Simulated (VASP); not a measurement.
A run of VASP 6.6.1 is set up as follows.

File INCAR:

```
PREC     = Accurate       # precision mode
ENCUT    = 700            # plane-wave cutoff, eV
EDIFF    = 1E-6           # SCF threshold, eV
ISMEAR   = 0              # smearing method
SIGMA    = 0.2            # smearing width, eV
LREAL    = F              # projectors in reciprocal space
LASPH    = T              # aspherical terms in the spheres
NELM     = 120            # most SCF steps
ALGO     = Normal         # electronic algorithm
ISIF     = 2              # what is computed and relaxed
LWAVE    = F              # write WAVECAR
LCHARG   = F              # write CHGCAR
GGA      = PE             # functional
NBANDS   = 53             # bands
GGA_COMPAT= F
```

KPOINTS

```
Automatic mesh
0
Gamma
  4 4 4
```

Contents of POSCAR:

```
BeCd3O4
1.0
    4.7772043904      0.0000000000      0.0000000000
    0.0000000000      4.7772043904      0.0000000000
    0.0000000000      0.0000000000      4.7772043904
Be Cd O
1 3 4
Direct
    0.0000000000      0.0000000000      0.0000000000
    0.0000000000      0.5000000000      0.5000000000
    0.5000000000      0.5000000000      0.0000000000
    0.5000000000      0.0000000000      0.5000000000
    0.7949732104      0.7949732104      0.2050267896
    0.7949732104      0.2050267896      0.7949732104
    0.2050267896      0.7949732104      0.7949732104
    0.2050267896      0.2050267896      0.2050267896
```

Potentials or basis: VASP PAW PBE potentials, release 64 (Be, Cd_sv_GW, O).

Run with:

```sh
$ cat potpaw_PBE.64/Be/POTCAR potpaw_PBE.64/Cd_sv_GW/POTCAR potpaw_PBE.64/O/POTCAR > POTCAR
$ mpirun -np 1 vasp_std > vasp.out
```

Estimate the pressure.

-0.1 GPa.

What does it give for the largest force?

0.005 eV/Å.

Forces on the atoms (eV/Å):
```
Be   0.000  0.000  0.000
Cd   0.000  0.000  0.000
Cd   0.000  0.000  0.000
Cd   0.000  0.000  0.000
O   -0.003 -0.003  0.003
O   -0.003  0.003 -0.003
O    0.003 -0.003 -0.003
O    0.003  0.003  0.003
```
